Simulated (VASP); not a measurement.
Ge2Sb3:

```
CELL_PARAMETERS angstrom
4.42113 0.00000 0.00000
-2.21057 3.82881 0.00000
0.00000 0.00000 6.87856
ATOMIC_POSITIONS crystal
Ge 0.33333 0.66667 0.24500
Ge 0.66667 0.33333 0.75500
Sb 0.00000 0.00000 0.00000
Sb 0.33333 0.66667 0.64500
Sb 0.66667 0.33333 0.35500
```

```yaml
Program: VASP 6.6.1
Task: relaxation of cell and atoms
Functional: PBE
Potentials_or_basis: VASP PAW PBE potentials, release 64 (Ge_d, Sb)
Cutoff: 600 eV
k_mesh: 6 × 6 × 4
Occupations: gaussian, width 0.1 eV
Spin: no spin polarisation
```

At the start: pressure 14.0 GPa; volume 23.29 Å³/atom.

Problem. How do energy, volume and symmetry change on relaxing?

Solution. Over 12 steps the energy falls by 269.0 meV/atom and the volume is 26.61 Å³/atom (+14.2 %); space group P-3m1 (No. 164, to 0.1 Å) before and after.

Step by step:
| step | energy change (eV) | largest force (eV/Å) | pressure (GPa) | volume (Å³) |
| --- | --- | --- | --- | --- |
| 1 | 0.0000 | 1.7419 | 14.04 | 116.44 |
| 2 | -0.8223 | 0.2534 | -4.35 | 154.29 |
| 3 | -1.0113 | 0.6330 | -0.51 | 140.69 |
| 4 | -1.0807 | 0.5915 | -0.46 | 139.79 |
| 5 | -1.2392 | 0.4526 | -0.27 | 136.88 |
| 6 | -1.2478 | 0.5173 | 1.37 | 130.00 |
| 7 | -1.3106 | 0.3885 | 0.42 | 133.61 |
| 8 | -1.3112 | 0.3734 | 0.51 | 133.13 |
| 9 | -1.3345 | 0.1042 | -0.92 | 135.57 |
| 10 | -1.3399 | 0.0824 | -0.65 | 134.80 |
| 11 | -1.3394 | 0.0522 | 0.76 | 131.13 |
| 12 | -1.3450 | 0.0280 | 0.12 | 133.03 |

Final structure:
```
CELL_PARAMETERS angstrom
4.89567 0.00000 0.00000
-2.44784 4.23978 0.00000
0.00000 0.00000 6.40891
ATOMIC_POSITIONS crystal
Ge 0.33333 0.66667 0.19631
Ge 0.66667 0.33333 0.80369
Sb 0.00000 0.00000 0.00000
Sb 0.33333 0.66667 0.64763
Sb 0.66667 0.33333 0.35237
```
